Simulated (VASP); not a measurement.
# Li7CaNb8O24 (a cell with a defect) in VASP: single point with PBE

Aim: the single point of Li7CaNb8O24 (a cell with a defect) with PBE.

Everything below comes from runs of VASP 6.6.1. Logs are shortened: lines on timing, memory, paths and dates and some standing lists are left out, and cuts for length are marked.

### 1 The cell of the first run

The cell holds a defect, 40 atoms: a = 5.550 Å, b = 11.101 Å, c = 11.101 Å, α = 55.75°, β = 55.75°, γ = 55.75°.

### 2 Single point, PBE

File INCAR:

```
SYSTEM = Li7CaNb8O24
PREC = Accurate
ENCUT = 520
EDIFF = 1E-7
ISMEAR = -1
SIGMA = 0.01
LREAL = Auto
LASPH = .True.
NELM = 100
ALGO = Normal
ISIF = 2
LWAVE = .False.
LCHARG = .False.
GGA = PE
NELECT = 278.0
NBANDS = 166
```

File KPOINTS:

```
Automatic mesh
0
Gamma
  2 2 2
  0.5 0.5 0.5
```

File POSCAR:

```
Li7CaNb8O24
1.0
    2.5949501352      1.4981951591      4.6722232478
   -5.1899002704      2.9963903182      9.3444464955
    0.0000000000     -5.9927806363      9.3444464955
Li Nb O Ca
7 8 24 1
Direct
    0.7186897006      0.3630187917      0.3610910763
    0.2127069177      0.1106546910      0.1093393565
    0.7347124018      0.3612032790      0.8527174592
    0.2271855541      0.1110958592      0.6027161491
    0.7089821729      0.8587958574      0.3673218667
    0.2117315980      0.6074910701      0.1156620372
    0.7188639183      0.8504684043      0.8609657711
    1.0260694531      0.4956418590      0.4943026765
    0.5037815148      0.2480073270      0.2473440775
    0.9929488373      0.4910496084      1.0125183354
    0.5164785632      0.2369359587      0.7557251402
    0.9841038687      1.0115898771      0.4958681298
    0.5007419904      0.7587207572      0.2411250203
    0.9990036208      0.9986927423      1.0005460866
    0.4782946447      0.7493816700      0.7572310620
    0.2950738360      0.3172246288      0.4417654899
    0.6277814831      0.4442280358      0.1449105579
    0.8900636297      0.1436863453      0.3129747127
    0.3894129493      0.0725202458      0.3893834318
    0.7787807237      0.1943375397      0.0670807133
    0.1348709467      0.3894556601      0.1962779828
    0.2702631047      0.3208373961      0.9421658678
    0.6855972740      0.4252128223      0.6452158946
    0.9008729104      0.1330978625      0.8180773521
    0.3988583050      0.0622045018      0.8894275623
    0.7873623064      0.1925013531      0.5675851757
    0.1694013015      0.3863304823      0.6912544680
    0.2882536710      0.8384205334      0.4270581342
    0.6376300185      0.9469041689      0.1329838636
    0.8835727286      0.6368499322      0.3266625151
    0.3899435406      0.5752317452      0.3899900581
    0.7816520928      0.6930289311      0.0715284165
    0.1349547464      0.8888052793      0.1940053243
    0.2657217463      0.8189104884      0.9459921635
    0.6473387113      0.9410027747      0.6331918257
    0.8505604425      0.6397882985      0.8407417293
    0.3809274260      0.5671631435      0.8848112777
    0.7731237386      0.6883341796      0.5793496964
    0.1342952361      0.8823810370      0.6933372768
    0.2377840521      0.6157982795      0.6194014327
```

Potentials or basis: VASP PAW PBE potentials, release 64 (Li_sv, Nb_sv, O, Ca_sv).

On the command line:

```sh
cat potpaw_PBE.64/Li_sv/POTCAR potpaw_PBE.64/Nb_sv/POTCAR potpaw_PBE.64/O/POTCAR potpaw_PBE.64/Ca_sv/POTCAR > POTCAR
mpirun -np 1 vasp_std > vasp.out
```

OUTCAR:

```text
SYSTEM = Li7CaNb8O24
   PREC = Accurate
   ENCUT = 520
   EDIFF = 1E-7
   ISMEAR = -1
   LREAL = Auto
   LASPH = .True.
   NELM = 100
   ISIF = 2
   GGA = PE
   NELECT = 278.0

 ion  position               nearest neighbor table
   1  0.719  0.363  0.361-  21 2.04  26 2.07  31 2.08  16 2.25
   2  0.213  0.111  0.109-  18 2.02  29 2.07  22 2.07  20 2.27
   3  0.735  0.361  0.853-  37 2.07  20 2.08  27 2.11  23 2.13
   4  0.227  0.111  0.603-  16 2.04  35 2.08  24 2.08  19 2.22  26 2.26
   5  0.709  0.859  0.367-  19 2.06  38 2.10  33 2.11  28 2.15
   6  0.212  0.607  0.116-  17 2.05  30 2.07  34 2.08  32 2.25  21 2.27
   7  0.719  0.850  0.861-  39 2.06  32 2.07  25 2.07  36 2.13
   8  0.026  0.496  0.494-  16 1.87  30 1.88  23 1.90  31 2.10  27 2.18  38 2.20
   9  0.504  0.248  0.247-  19 1.87  20 1.89  21 1.91  18 2.12  17 2.13  16 2.15
  10  0.993  0.491  0.013-  17 1.87  22 1.89  36 1.92  21 2.07  37 2.15  32 2.16
  11  0.516  0.237  0.756-  25 1.87  27 1.90  26 1.91  24 2.09  22 2.14  23 2.19
  12  0.984  0.012  0.496-  18 1.88  35 1.88  28 1.92  26 2.05  39 2.17  19 2.18
  13  0.501  0.759  0.241-  32 1.86  33 1.88  31 1.93  29 2.08  28 2.14  30 2.20
  14  0.999  0.999  0.001-  29 1.88  24 1.88  34 1.89  33 2.12  20 2.13  25 2.16
  15  0.478  0.749  0.757-  39 1.87  37 1.88  38 1.91  34 2.10  36 2.16  35 2.19
  16  0.295  0.317  0.442-   8 1.87   4 2.04   9 2.15   1 2.25
  17  0.628  0.444  0.145-  10 1.87   6 2.05   9 2.13
  18  0.890  0.144  0.313-  12 1.88   2 2.02   9 2.12
  19  0.389  0.073  0.389-   9 1.87   5 2.06  12 2.18   4 2.22
  20  0.779  0.194  0.067-   9 1.89   3 2.08  14 2.13   2 2.27
  21  0.135  0.389  0.196-   9 1.91   1 2.04  10 2.07   6 2.27
  22  0.270  0.321  0.942-  10 1.89   2 2.07  11 2.14
  23  0.686  0.425  0.645-   8 1.90   3 2.13  11 2.19  40 2.22
  24  0.901  0.133  0.818-  14 1.88   4 2.08  11 2.09
  25  0.399  0.062  0.889-  11 1.87   7 2.07  14 2.16
  26  0.787  0.193  0.568-  11 1.91  12 2.05   1 2.07   4 2.26
  27  0.169  0.386  0.691-  11 1.90   3 2.11   8 2.18  40 2.39
  28  0.288  0.838  0.427-  12 1.92  13 2.14   5 2.15  40 2.22
  29  0.638  0.947  0.133-  14 1.88   2 2.07  13 2.08
  30  0.884  0.637  0.327-   8 1.88   6 2.07  13 2.20
  31  0.390  0.575  0.390-  13 1.93   1 2.08   8 2.10  40 2.42
  32  0.782  0.693  0.072-  13 1.86   7 2.07  10 2.16   6 2.25
  33  0.135  0.889  0.194-  13 1.88   5 2.11  14 2.12
  34  0.266  0.819  0.946-  14 1.89   6 2.08  15 2.10
  35  0.647  0.941  0.633-  12 1.88   4 2.08  15 2.19
  36  0.851  0.640  0.841-  10 1.92   7 2.13  15 2.16  40 2.21
  37  0.381  0.567  0.885-  15 1.88   3 2.07  10 2.15
  38  0.773  0.688  0.579-  15 1.91   5 2.10   8 2.20  40 2.46
  39  0.134  0.882  0.693-  15 1.87   7 2.06  12 2.17
  40  0.238  0.616  0.619-  36 2.21  28 2.22  23 2.22  27 2.39  31 2.42  38 2.46

  LATTYP: Found a base centered monoclinic cell.
 ALAT       =    15.1977748150
 B/A-ratio  =     0.6829815988
 C/A-ratio  =     0.3652177897
 COS(beta)  =    -0.0918250334

  Lattice vectors:

 A1 = (   7.7848504056,  -1.4981951591,  -4.6722232477)
 A2 = (   2.5949501352,   7.4909757954,  -4.6722232477)
 A3 = (   2.5949501352,   1.4981951591,   4.6722232478)

Analysis of symmetry for initial positions (statically):
=====================================================================
 Subroutine PRICEL returns:
 Original cell was already a primitive cell.

 Routine SETGRP: Setting up the symmetry group for a
 base centered monoclinic supercell.

 Subroutine GETGRP returns: Found  1 space group operations
 (whereof  1 operations were pure point group operations)
 out of a pool of  4 trial point group operations.

The static configuration has the point symmetry C_1 .

Analysis of symmetry for dynamics (positions and initial velocities):
=====================================================================
 Subroutine PRICEL returns:
 Original cell was already a primitive cell.

 Routine SETGRP: Setting up the symmetry group for a
 base centered monoclinic supercell.

 Subroutine GETGRP returns: Found  1 space group operations
 (whereof  1 operations were pure point group operations)
 out of a pool of  4 trial point group operations.

The dynamic configuration has the point symmetry C_1 .

 Subroutine INISYM returns: Found  1 space group operations
 (whereof  1 operations are pure point group operations),
 and found     1 'primitive' translations

----------------------------------------------------------------------------------------
[... 95 lines left out ...]
                39          39
                40          40

----------------------------------------------------------------------------------------

 KPOINTS: Automatic mesh

Automatic generation of k-mesh.
 Grid dimensions read from file:
 generate k-points for:    2    2    2

 Generating k-lattice:

  Cartesian coordinates                     Fractional coordinates (reciprocal lattice)
     0.096340965  0.055622482  0.035671811     0.500000000  0.000000000  0.000000000
    -0.048170482  0.027811241  0.017835906     0.000000000  0.500000000  0.000000000
    -0.000000000 -0.055622482  0.017835906     0.000000000  0.000000000  0.500000000

  Length of vectors
     0.116824313  0.058412157  0.058412157

  Shift w.r.t. Gamma in fractional coordinates (k-lattice)
     0.500000000  0.500000000  0.500000000

 Subroutine IBZKPT returns following result:
 ===========================================

 Found      4 irreducible k-points:

 Following reciprocal coordinates:
            Coordinates               Weight
  0.250000  0.250000  0.250000      2.000000
 -0.250000  0.250000  0.250000      2.000000
  0.250000 -0.250000  0.250000      2.000000
 -0.250000 -0.250000  0.250000      2.000000
   k-points           NKPTS =      4   k-points in BZ     NKDIM =      4   number of bands    NBANDS=    166
   number of dos      NEDOS =    301   number of ions     NIONS =     40
   total plane-waves  NPLWV = 296352
   dimension x,y,z NGX =    42 NGY =   84 NGZ =   84
   dimension x,y,z NGXF=    84 NGYF=  168 NGZF=  168
   ions per type =               7   8  24   1
   NGX,Y,Z   is equivalent  to a cutoff of  12.58, 12.58, 12.58 a.u.
   NGXF,Y,Z  is equivalent  to a cutoff of  25.16, 25.16, 25.16 a.u.
 SYSTEM =  Li7CaNb8O24
   PREC   = accura    normal or accurate (medium, high low for compatibility)
   ISTART =      0    job   : 0-new  1-cont  2-samecut
   ICHARG =      2    charge: 1-file 2-atom 10-const
   ISPIN  =      1    spin polarized calculation?
   LNONCOLLINEAR =      F non collinear calculations
   LSORBIT =      F    spin-orbit coupling
   LASPH  =      T    aspherical Exc in radial PAW
   ENCUT  =  520.0 eV  38.22 Ry    6.18 a.u.  10.32 20.64 20.64*2*pi/ulx,y,z
   NELM   =    100;   NELMIN=  2; NELMDL= -5     # of ELM steps
   EDIFF  = 0.1E-06   stopping-criterion for ELM
   LREAL  =      T    real-space projection
   EDIFFG = 0.1E-05   stopping-criterion for IOM
   NSW    =      0    number of steps for IOM
   IBRION =     -1    ionic relax: 0-MD 1-quasi-New 2-CG
   NFREE  =      0    steps in history (QN), initial steepest desc. (CG)
   ISIF   =      2    stress and relaxation
   ISYM   =      2    0-nonsym 1-usesym 2-fastsym
   POTIM  = 0.5000    time-step for ionic-motion
   TEBEG  =    0.0;   TEEND  =   0.0 temperature during run
   PSTRESS=    0.0 pullay stress
   NELECT =     278.0000    total number of electrons
   NUPDOWN=      -1.0000    fix difference up-down
   EMIN   =  10.00;   EMAX   =-10.00  energy-range for DOS
   EFERMI =   0.00;   METHOD = LEGACY
   ISMEAR =    -1;   SIGMA  =   0.01  broadening in eV -4-tet -1-fermi 0-gaus
   EFERMI_NEDOS =   21; number of points for ismear=-14 and -15
   IALGO  =     38    algorithm
   IMIX   =      4    mixing-type and parameters
     AMIX     =   0.40;   BMIX     =  1.00
     AMIX_MAG =   1.60;   BMIX_MAG =  1.00
  volume/ion in A,a.u.               =      10.90        73.55
  Fermi-wavevector in a.u.,A,eV,Ry     =   1.409113  2.662837 27.015704  1.985598
  Thomas-Fermi vector in A             =   2.531202
   LORBIT       =      0    0 simple, 1 ext, 2 COOP (PROOUT), +10 PAW based schemes
   GGA     = PE    functional components
   LHFCALC =     F    Hartree Fock is set to
   AEXX    =    0.0000 exact exchange contribution
   IVDW    =     0    specifies the selected vdW correction
   LEPSILON=     F    determine dielectric tensor
   LRPA    =     F    only Hartree local field effects (RPA)
 non-spin polarized calculation
  energy-cutoff  :      520.00
  volume of cell :      435.95
 maximum number of plane-waves:     11751
 NGX is ok and might be reduce to    42
   NGX = 21   NGY = 41   NGZ = 41

 number of electron     277.9999988 magnetization

 Free energy of the ion-electron system (eV)
  ---------------------------------------------------
  ext. energy  EPLUGINS =         0.00000000
  ---------------------------------------------------
  free energy    TOTEN  =      -327.66372644 eV

  energy without entropy =     -327.66372644  energy(sigma->0) =     -327.66372644

 E-fermi :   3.8192     XC(G=0): -10.7728

 val. band max:        3.5031452845   @ k =   0.2500   0.2500   0.2500
 cond. band min:       7.0635366539   @ k =  -0.2500   0.2500   0.2500
 fundamental gap:      3.5603913694
 Fermi energy:         3.8192368537

 k-point     1 :       0.2500    0.2500    0.2500
  band No.  band energies     occupation
      1     -50.7095      2.00000
      2     -50.6996      2.00000
      3     -50.6846      2.00000
      4     -50.6628      2.00000
      5     -50.6561      2.00000
      6     -50.6496      2.00000
[... 605 lines left out ...]
    150       8.0297      0.00000
    151       8.1711      0.00000
 [bands above 151 left out]

------------------------ aborting loop because EDIFF is reached ----------------------------------------

  FORCE on cell =-STRESS in cart. coord.  units (eV):
  Direction    XX          YY          ZZ          XY          YZ          ZX
  --------------------------------------------------------------------------------------
  -------------------------------------------------------------------------------------
  Total        0.3365414      1.4613015     -6.4726819     -0.2188714      0.0990049      0.0653348
  in kB        1.2368493      5.3705428    -23.7882565     -0.8043913      0.3638606      0.2401171
  external PRESSURE =      -5.7269548 kB  Pullay stress =       0.0000000 kB

 VOLUME and BASIS-vectors are now :
 -----------------------------------------------------------------------------
  energy-cutoff  :      520.00
  volume of cell :      435.95
      direct lattice vectors                 reciprocal lattice vectors
     2.594950135  1.498195159  4.672223248     0.192681930  0.111244964  0.071343623
    -5.189900270  2.996390318  9.344446495    -0.096340965  0.055622482  0.035671811
     0.000000000 -5.992780636  9.344446495    -0.000000000 -0.111244964  0.035671811

 POSITION                                       TOTAL-FORCE (eV/Angst)
 -----------------------------------------------------------------------------------
     -0.01907      0.00054     10.12428         0.002320     -0.009662     -0.009246
     -0.02232     -0.00501      3.04954        -0.000063      0.004609      0.000381
      0.03193     -2.92710     14.77616         0.007410     -0.002914     -0.004323
      0.01296     -2.93869      7.73164        -0.004829      0.004965     -0.004614
     -2.61729      1.43420     14.76991         0.003086      0.000819     -0.003898
     -2.60339      1.44436      7.74672        -0.002934      0.001191     -0.007562
[... 32 lines left out ...]
     -4.23098     -1.30986     15.35167        -0.005418      0.008150     -0.044743
     -2.57889     -1.51052     12.65324        -0.005927      0.006271      0.024435
 -----------------------------------------------------------------------------------
    total drift:                                0.009266     -0.002203     -0.007313

  FREE ENERGIE OF THE ION-ELECTRON SYSTEM (eV)
  ---------------------------------------------------
  free  energy   TOTEN  =      -327.6637264361 eV

  energy  without entropy=     -327.6637264361  energy(sigma->0) =     -327.66372644
```

Run time: 17 min. Hardware: 1 thread of Intel Xeon Platinum 8259CL at 2.50GHz (Skylake/Cascade Lake), shared host; peak memory 0.74 GiB.

Results:

| Item | Value |
| --- | --- |
| Free energy | -327.6637 eV |
| Largest force | 0.096 eV/Å |

Forces in eV/Å, atoms in the order of the input:
```
Li   0.002 -0.010 -0.009
Li   0.000  0.005  0.000
Li   0.007 -0.003 -0.004
Li  -0.005  0.005 -0.005
Li   0.003  0.001 -0.004
Li  -0.003  0.001 -0.008
Li   0.002 -0.008 -0.006
Nb   0.044 -0.013  0.007
Nb   0.022  0.024  0.007
Nb   0.014  0.027 -0.008
Nb   0.029  0.080  0.019
Nb   0.046  0.060  0.060
Nb   0.027  0.024  0.007
Nb   0.051 -0.008 -0.003
Nb   0.042 -0.018  0.017
O    0.003 -0.017  0.028
O    0.009  0.014 -0.009
O   -0.036 -0.029 -0.021
O   -0.037 -0.026 -0.019
O   -0.026  0.007  0.029
O    0.025  0.014 -0.001
O    0.000 -0.027  0.037
O    0.039  0.002 -0.009
O   -0.041 -0.021 -0.023
O   -0.037 -0.020 -0.031
O   -0.013 -0.025  0.014
O    0.018 -0.012 -0.033
O   -0.023  0.023  0.028
O    0.015 -0.002 -0.015
O   -0.031 -0.023 -0.025
O   -0.037  0.004 -0.015
O    0.003  0.007  0.037
O    0.001  0.010 -0.026
O   -0.008  0.005  0.037
O    0.012 -0.007 -0.039
O   -0.044 -0.074  0.002
O   -0.039  0.000 -0.008
O   -0.024  0.016  0.011
O   -0.005  0.008 -0.045
Ca  -0.006  0.006  0.024
```

Caveat: the k points lie up to 0.57 Å⁻¹ apart; the cell carries a net charge on a neutralising background, which shifts energy and pressure; the cell is charged against a uniform background, so pressure and absolute levels hang on convention; the cutoff is under 1.25 times the usual one of these potentials, so pressure, stress and relaxed cells hold a basis-set (Pulay) error.
